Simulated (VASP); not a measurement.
Os: single point with LDA

Crystal: Os.

```xyz
2
Lattice="2.7522 0.0000 0.0000 -1.3761 2.3835 0.0000 0.0000 0.0000 4.3483" Properties=species:S:1:pos:R:3 pbc="T T T"
Os    1.3761    0.7945    3.2612
Os    0.0000    1.5890    1.0871
```

- Program: VASP 6.6.1
- Task: single point
- Functional: LDA
- Potentials or basis: VASP PAW LDA potentials, release 64 (Os)
- Cutoff: 520 eV
- k mesh: 11 × 11 × 6
- Occupations: fermi-dirac, width 0.05 eV
- Spin: no spin polarisation

The pressure is -15.7 GPa and the band gap on the k mesh is zero (band 8 reaches 11.10 eV, above the bottom of band 9 at 7.34 eV).

Stress tensor (GPa, compression positive):
```
-15.32   0.00   0.00
  0.00 -15.32   0.00
  0.00   0.00 -16.46
```

Levels at points of the mesh, in eV from the Fermi level:
```tsv
k point	band 5	band 6	band 7	band 8	band 9	band 10	band 11	band 12
(0.00, 0.00, 0.00)	-2.69	-2.11	-2.11	-1.48	-1.48	0.19	1.68	1.68
(0.00, 0.00, 0.50)	-3.11	-3.11	-3.11	-3.11	0.90	0.90	0.90	0.90
```

Wall time 8.1 s on 1 thread of Intel(R) Xeon(R) 6975P-C (Granite Rapids), on a shared host, peak memory 0.14 GiB.

Caveat: spin-orbit coupling is left out, which moves the levels of the heavy elements.
